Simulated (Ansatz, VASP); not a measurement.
One calculation of Ni, two programs

```
CELL_PARAMETERS angstrom
-1.36136 1.36136 1.36136
1.36136 -1.36136 1.36136
1.36136 1.36136 -1.36136
ATOMIC_POSITIONS crystal
Ni 0.00000 0.00000 0.00000
```

Alike in both runs: functional LDA; k mesh 16 × 16 × 16; occupations fermi-dirac, width 0.05 eV; collinear spin.

Ansatz relaxed the structure, and its values are those at the end. VASP's run is a single point on that final structure, the one shown.

|  | VASP | Ansatz |
| --- | --- | --- |
| version | VASP 6.6.1 | Ansatz 0.2.0 |
| potentials or method | VASP PAW LDA potentials, release 64 (Ni_sv_GW), cutoff 690 eV | plane waves (420 eV) with PAW, scalar-relativistic |
| valence electrons in the cell | 18 | 18 |

```csv
,VASP,Ansatz,Ansatz less VASP
pressure (GPa),-1.2,0.0,+1.24
net moment per atom (μB),0.36,0.44,+0.080
size of the moment on the site where the two differ most (μB),0.38,0.46,+0.083
```

Ansatz warns that its potentials were made for another functional, while VASP's fit it. LDA's correlation is that of Perdew and Zunger in VASP and of Perdew and Wang (1992) in Ansatz. Site moments also hang on the region over which each program counts them.
